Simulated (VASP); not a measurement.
As7O, 8 atoms in the cell. It takes space group Fm-3m (No. 225, cubic). The conventional cell has a = 8.569 Å, b = 8.569 Å, c = 8.569 Å, α = 90.00°, β = 90.00°, γ = 90.00°. Within 4.0 Å of As (site symmetry m-3m) lie 12 As at 3.03 Å. As (site symmetry mmm) has 10 As at 3.03 Å and 2 O at 3.03 Å within 4.0 Å. Within 4.0 Å of O (site symmetry m-3m) lie 12 As at 3.03 Å. 

- Program: VASP 6.6.1
- Task: relaxation of cell and atoms
- Functional: PBE
- Potentials or basis: VASP PAW PBE potentials, release 64 (As, O)
- Cutoff: 600 eV
- k mesh: 4 × 4 × 4
- Occupations: gaussian, width 0.1 eV
- Spin: no spin polarisation
- Dipole correction: no
- Further INCAR settings: ALGO = Normal; EDIFF = 1e-06; IBRION = 2; EDIFFG = -0.04; NSW = 90; ISIF = 3

Potentials or basis: VASP PAW PBE potentials, release 64 (As, O).

Command:

```sh
$ cat potpaw_PBE.64/As/POTCAR potpaw_PBE.64/O/POTCAR > POTCAR
$ mpirun -np 1 vasp_std > vasp.out
```

Hardware: 1 thread of Intel(R) Xeon(R) 6975P-C (Granite Rapids), with other jobs on the host.

Question: Estimate the wall time of this run.

Answer: Wall time 3.4 min on 1 thread of Intel(R) Xeon(R) 6975P-C (Granite Rapids), with other jobs on the host, peak memory 0.34 GiB. Counts: scf iterations 47, k points 8, ion steps 3.
